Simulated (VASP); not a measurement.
# Mg2Si (Fm-3m) in VASP: notebook

Mg2Si is run at these levels: PBE; tasks: single point.

Program: VASP 6.6.1. These are calculated values, not measurements. Logs are shortened: lines on timing, memory, paths and dates and some standing lists are left out, and cuts for length are marked.

### Step 1. The cell of the first run

It takes space group Fm-3m (No. 225, cubic). Conventional cell: a = 6.327 Å, b = 6.327 Å, c = 6.327 Å, α = 90.00°, β = 90.00°, γ = 90.00°. Within 3.6 Å of Mg (site symmetry -43m) lie 4 Si at 2.74 Å and 6 Mg at 3.16 Å. Within 3.6 Å of Si (site symmetry m-3m) lie 8 Mg at 2.74 Å.

### Step 2. Single point, PBE

INCAR reads:

```
PREC     = Accurate       # precision mode
ENCUT    = 600            # plane-wave cutoff, eV
EDIFF    = 1E-6           # SCF threshold, eV
ISMEAR   = -1             # smearing method
SIGMA    = 0.0161         # smearing width, eV
LREAL    = False          # projectors in reciprocal space
LASPH    = True           # aspherical terms in the spheres
NELM     = 120            # most SCF steps
ALGO     = Normal         # electronic algorithm
ISIF     = 2              # what is computed and relaxed
LWAVE    = False          # write WAVECAR
LCHARG   = False          # write CHGCAR
GGA      = PE             # functional
NBANDS   = 11             # bands
GGA_COMPAT= False
```

KPOINTS reads:

```
regular mesh
0
Gamma
  5 5 5
```

POSCAR reads:

```
Mg2Si
1.0
    0.0000000000      3.1635950000      3.1635950000
    3.1635950000      0.0000000000      3.1635950000
    3.1635950000      3.1635950000      0.0000000000
Mg Si
2 1
Direct
    0.2500000000      0.2500000000      0.2500000000
    0.7500000000      0.7500000000      0.7500000000
    0.0000000000      0.0000000000      0.0000000000
```

Potentials or basis: VASP PAW PBE potentials, release 64 (Mg, Si).

Run with:

```bash
> cat potpaw_PBE.64/Mg/POTCAR potpaw_PBE.64/Si/POTCAR > POTCAR
> mpirun -np 1 vasp_std > vasp.out
```

OUTCAR:

```text
PREC = Accurate
   ENCUT = 600
   EDIFF = 1E-6
   ISMEAR = -1
   LREAL = False
   LASPH = True
   NELM = 120
   ISIF = 2
   GGA = PE

 ion  position               nearest neighbor table
   1  0.250  0.250  0.250-   3 2.74   3 2.74   3 2.74   3 2.74   2 3.16   2 3.16   2 3.16   2 3.16
                             2 3.16   2 3.16
   2  0.750  0.750  0.750-   3 2.74   3 2.74   3 2.74   3 2.74   1 3.16   1 3.16   1 3.16   1 3.16
                             1 3.16   1 3.16
   3  0.000  0.000  0.000-   2 2.74   2 2.74   2 2.74   1 2.74   2 2.74   1 2.74   1 2.74   1 2.74

  LATTYP: Found a face centered cubic cell.
 ALAT       =     6.3271900000

  Lattice vectors:

 A1 = (   0.0000000000,   3.1635950000,   3.1635950000)
 A2 = (   3.1635950000,   0.0000000000,   3.1635950000)
 A3 = (   3.1635950000,   3.1635950000,   0.0000000000)

Analysis of symmetry for initial positions (statically):
=====================================================================
 Subroutine PRICEL returns:
 Original cell was already a primitive cell.

 Routine SETGRP: Setting up the symmetry group for a
 face centered cubic supercell.

 Subroutine GETGRP returns: Found 48 space group operations
 (whereof 48 operations were pure point group operations)
 out of a pool of 48 trial point group operations.

The static configuration has the point symmetry O_h .

Analysis of symmetry for dynamics (positions and initial velocities):
=====================================================================
 Subroutine PRICEL returns:
 Original cell was already a primitive cell.

 Routine SETGRP: Setting up the symmetry group for a
 face centered cubic supercell.

 Subroutine GETGRP returns: Found 48 space group operations
 (whereof 48 operations were pure point group operations)
 out of a pool of 48 trial point group operations.

The dynamic configuration has the point symmetry O_h .

 Subroutine INISYM returns: Found 48 space group operations
 (whereof 48 operations are pure point group operations),
 and found     1 'primitive' translations

----------------------------------------------------------------------------------------

                                     Primitive cell

  volume of cell :      63.3246

  direct lattice vectors                    reciprocal lattice vectors
     0.000000000  3.163595000  3.163595000    -0.158048043  0.158048043  0.158048043
     3.163595000  0.000000000  3.163595000     0.158048043 -0.158048043  0.158048043
     3.163595000  3.163595000  0.000000000     0.158048043  0.158048043 -0.158048043

  length of vectors
     4.473998955  4.473998955  4.473998955     0.273747241  0.273747241  0.273747241

  position of ions in fractional coordinates (direct lattice)
     0.250000000  0.250000000  0.250000000
     0.750000000  0.750000000  0.750000000
     0.000000000  0.000000000  0.000000000

  ion indices of the primitive-cell ions
   primitive index   ion index
                 1           1
                 2           2
                 3           3

----------------------------------------------------------------------------------------

 KPOINTS: regular mesh

Automatic generation of k-mesh.
 Grid dimensions read from file:
 generate k-points for:    5    5    5

 Generating k-lattice:

  Cartesian coordinates                     Fractional coordinates (reciprocal lattice)
    -0.031609609  0.031609609  0.031609609     0.200000000  0.000000000  0.000000000
     0.031609609 -0.031609609  0.031609609     0.000000000  0.200000000  0.000000000
     0.031609609  0.031609609 -0.031609609     0.000000000  0.000000000  0.200000000

  Length of vectors
     0.054749448  0.054749448  0.054749448

  Shift w.r.t. Gamma in fractional coordinates (k-lattice)
     0.000000000  0.000000000  0.000000000

 Subroutine IBZKPT returns following result:
 ===========================================

 Found     10 irreducible k-points:

 Following reciprocal coordinates:
            Coordinates               Weight
  0.000000  0.000000  0.000000      1.000000
  0.200000  0.000000  0.000000      8.000000
  0.400000  0.000000  0.000000      8.000000
  0.200000  0.200000  0.000000      6.000000
  0.400000  0.200000  0.000000     24.000000
 -0.400000  0.200000  0.000000     24.000000
 -0.200000  0.200000  0.000000     12.000000
  0.400000  0.400000  0.000000      6.000000
 -0.400000  0.400000  0.000000     12.000000
 -0.400000  0.400000  0.200000     24.000000
   k-points           NKPTS =     10   k-points in BZ     NKDIM =     10   number of bands    NBANDS=     11
   number of dos      NEDOS =    301   number of ions     NIONS =      3
   total plane-waves  NPLWV =  46656
   dimension x,y,z NGX =    36 NGY =   36 NGZ =   36
   dimension x,y,z NGXF=    72 NGYF=   72 NGZF=   72
   ions per type =               2   1
   NGX,Y,Z   is equivalent  to a cutoff of  13.38, 13.38, 13.38 a.u.
   NGXF,Y,Z  is equivalent  to a cutoff of  26.75, 26.75, 26.75 a.u.
 SYSTEM =  unknown system
   PREC   = accura    normal or accurate (medium, high low for compatibility)
   ISTART =      0    job   : 0-new  1-cont  2-samecut
   ICHARG =      2    charge: 1-file 2-atom 10-const
   ISPIN  =      1    spin polarized calculation?
   LNONCOLLINEAR =      F non collinear calculations
   LSORBIT =      F    spin-orbit coupling
   LASPH  =      T    aspherical Exc in radial PAW
   ENCUT  =  600.0 eV  44.10 Ry    6.64 a.u.   8.94  8.94  8.94*2*pi/ulx,y,z
   NELM   =    120;   NELMIN=  2; NELMDL= -5     # of ELM steps
   EDIFF  = 0.1E-05   stopping-criterion for ELM
   LREAL  =      F    real-space projection
   EDIFFG = 0.1E-04   stopping-criterion for IOM
   NSW    =      0    number of steps for IOM
   IBRION =     -1    ionic relax: 0-MD 1-quasi-New 2-CG
   NFREE  =      0    steps in history (QN), initial steepest desc. (CG)
   ISIF   =      2    stress and relaxation
   ISYM   =      2    0-nonsym 1-usesym 2-fastsym
   POTIM  = 0.5000    time-step for ionic-motion
   TEBEG  =    0.0;   TEEND  =   0.0 temperature during run
   PSTRESS=    0.0 pullay stress
   NELECT =       8.0000    total number of electrons
   NUPDOWN=      -1.0000    fix difference up-down
   EMIN   =  10.00;   EMAX   =-10.00  energy-range for DOS
   EFERMI =   0.00;   METHOD = LEGACY
   ISMEAR =    -1;   SIGMA  =   0.02  broadening in eV -4-tet -1-fermi 0-gaus
   EFERMI_NEDOS =   21; number of points for ismear=-14 and -15
   IALGO  =     38    algorithm
   IMIX   =      4    mixing-type and parameters
     AMIX     =   0.40;   BMIX     =  1.00
     AMIX_MAG =   1.60;   BMIX_MAG =  1.00
  volume/ion in A,a.u.               =      21.11       142.45
  Fermi-wavevector in a.u.,A,eV,Ry     =   0.821449  1.552314  9.180919  0.674778
  Thomas-Fermi vector in A             =   1.932610
   LORBIT       =      0    0 simple, 1 ext, 2 COOP (PROOUT), +10 PAW based schemes
   GGA     = PE    functional components
   LHFCALC =     F    Hartree Fock is set to
   AEXX    =    0.0000 exact exchange contribution
   IVDW    =     0    specifies the selected vdW correction
   LEPSILON=     F    determine dielectric tensor
   LRPA    =     F    only Hartree local field effects (RPA)
 non-spin polarized calculation
  energy-cutoff  :      600.00
  volume of cell :       63.32
 maximum number of plane-waves:      2139
   NGX = 17   NGY = 17   NGZ = 17

 number of electron       8.0000000 magnetization

 Free energy of the ion-electron system (eV)
  ---------------------------------------------------
  ext. energy  EPLUGINS =         0.00000000
  ---------------------------------------------------
  free energy    TOTEN  =        -8.85810785 eV

  energy without entropy =       -8.85810781  energy(sigma->0) =       -8.85810783

 E-fermi :   3.8998     XC(G=0):  -8.8213

 val. band max:        3.6869330791   @ k =   0.0000   0.0000   0.0000
 cond. band min:       4.1239471399   @ k =   0.4000   0.4000   0.0000
 fundamental gap:      0.4370140608
 Fermi energy:         3.8998280346

 k-point     1 :       0.0000    0.0000    0.0000
  band No.  band energies     occupation
      1      -5.4768      2.00000
      2       3.6869      2.00000
      3       3.6869      2.00000
      4       3.6869      2.00000
      5       5.6278      0.00000
      6       6.2546      0.00000
      7       6.2546      0.00000
      8       6.2546      0.00000
      9       9.3285      0.00000
     10       9.3285      0.00000
     11      10.2553      0.00000

 k-point     2 :       0.2000    0.0000    0.0000
  band No.  band energies     occupation
      1      -5.1200      2.00000
      2       1.5281      2.00000
      3       3.3608      2.00000
      4       3.3608      2.00000
      5       5.5358      0.00000
      6       6.7227      0.00000
      7       6.7227      0.00000
      8       7.9850      0.00000
      9       8.5526      0.00000
     10       8.5526      0.00000
     11      10.0997      0.00000

 k-point     3 :       0.4000    0.0000    0.0000
  band No.  band energies     occupation
      1      -4.2598      2.00000
      2      -0.7046      2.00000
      3       3.0243      2.00000
      4       3.0243      2.00000
      5       5.0463      0.00000
      6       6.3341      0.00000
      7       6.3341      0.00000
      8       8.8105      0.00000
      9      10.3102      0.00000
     10      10.3102      0.00000
     11      11.1927      0.00000
[... 71 lines left out ...]
 k-point     9 :      -0.4000    0.4000    0.0000
  band No.  band energies     occupation
      1      -3.4538      2.00000
      2      -0.5081      2.00000
      3       0.5145      2.00000
      4       1.9315      2.00000
      5       4.2249      0.00000
      6       5.9482      0.00000
      7      10.0228      0.00000
      8      10.2947      0.00000
      9      10.2980      0.00000
     10      10.4771      0.00000
     11      14.3030      0.00000

 k-point    10 :      -0.4000    0.4000    0.2000
  band No.  band energies     occupation
      1      -3.6327      2.00000
      2      -0.1988      2.00000
      3       0.5390      2.00000
      4       1.5160      2.00000
      5       6.0194      0.00000
      6       6.4906      0.00000
      7       7.0794      0.00000
      8       9.5277      0.00000
      9      10.4776      0.00000
     10      11.1775      0.00000
     11      13.5641      0.00000

------------------------ aborting loop because EDIFF is reached ----------------------------------------

  FORCE on cell =-STRESS in cart. coord.  units (eV):
  Direction    XX          YY          ZZ          XY          YZ          ZX
  --------------------------------------------------------------------------------------
  -------------------------------------------------------------------------------------
  Total        0.3344831      0.3344831      0.3344831     -0.0000000      0.0000000     -0.0000000
  in kB        8.4627622      8.4627622      8.4627622     -0.0000000      0.0000000     -0.0000000
  external PRESSURE =       8.4627622 kB  Pullay stress =       0.0000000 kB

 VOLUME and BASIS-vectors are now :
 -----------------------------------------------------------------------------
  energy-cutoff  :      600.00
  volume of cell :       63.32
      direct lattice vectors                 reciprocal lattice vectors
     0.000000000  3.163595000  3.163595000    -0.158048043  0.158048043  0.158048043
     3.163595000  0.000000000  3.163595000     0.158048043 -0.158048043  0.158048043
     3.163595000  3.163595000  0.000000000     0.158048043  0.158048043 -0.158048043

 POSITION                                       TOTAL-FORCE (eV/Angst)
 -----------------------------------------------------------------------------------
      1.58180      1.58180      1.58180         0.000000      0.000000      0.000000
      4.74539      4.74539      4.74539        -0.000000     -0.000000     -0.000000
      0.00000      0.00000      0.00000         0.000000     -0.000000      0.000000
 -----------------------------------------------------------------------------------
    total drift:                               -0.000000     -0.000000     -0.000000

  FREE ENERGIE OF THE ION-ELECTRON SYSTEM (eV)
  ---------------------------------------------------
  free  energy   TOTEN  =        -8.8581078483 eV

  energy  without entropy=       -8.8581078075  energy(sigma->0) =       -8.85810783
```

Run time: 18 s. Hardware: 1 thread of Intel Xeon Platinum 8375C at 2.90GHz (Ice Lake), shared host; peak memory 0.2 GiB.

Results:

- Free energy: -8.8581 eV
- Pressure: 0.8 GPa
- Band gap on the k mesh: 0.44 eV, indirect (least direct gap 1.94 eV)

Levels at points of the mesh, in eV from the valence-band top:
```csv
k point,band 1,band 2,band 3,band 4,band 5,band 6,band 7,band 8
"(0.00, 0.00, 0.00)",-9.16,0.00,0.00,0.00,1.94,2.57,2.57,2.57
```

A k mesh can miss the band edges.

### Step 3. Single point, PBE

INCAR reads:

```
SYSTEM = Mg2Si
PREC = Accurate
ENCUT = 600
EDIFF = 1E-6
ISMEAR = -1
SIGMA = 0.0161
LREAL = .False.
LASPH = .True.
NELM = 120
ALGO = Normal
ISIF = 2
LWAVE = .False.
LCHARG = .False.
GGA = PE
NBANDS = 11
GGA_COMPAT = .False.
```

KPOINTS reads:

```
Automatic mesh
0
Gamma
  5 5 5
  0 0 0
```

POSCAR is that of step 2.

Potentials or basis: VASP PAW PBE potentials, release 64 (Mg, Si).

Run with:

```bash
> cat potpaw_PBE.64/Mg/POTCAR potpaw_PBE.64/Si/POTCAR > POTCAR
> mpirun -np 1 vasp_std > vasp.out
```

It took 14 s on 1 thread of Intel Xeon Platinum 8375C at 2.90GHz (Ice Lake), shared host; peak memory 0.2 GiB.

It converged, with:

- Free energy: -8.8581 eV
- Pressure: 0.8 GPa
- Band gap on the k mesh: 0.44 eV, indirect (least direct gap 1.94 eV)

Levels at points of the mesh, in eV from the valence-band top:
```csv
k point,band 2,band 3,band 4,band 5,band 6,band 7
"(0.00, 0.00, 0.00)",0.00,0.00,0.00,1.94,2.57,2.57
```

A k mesh can miss the band edges.
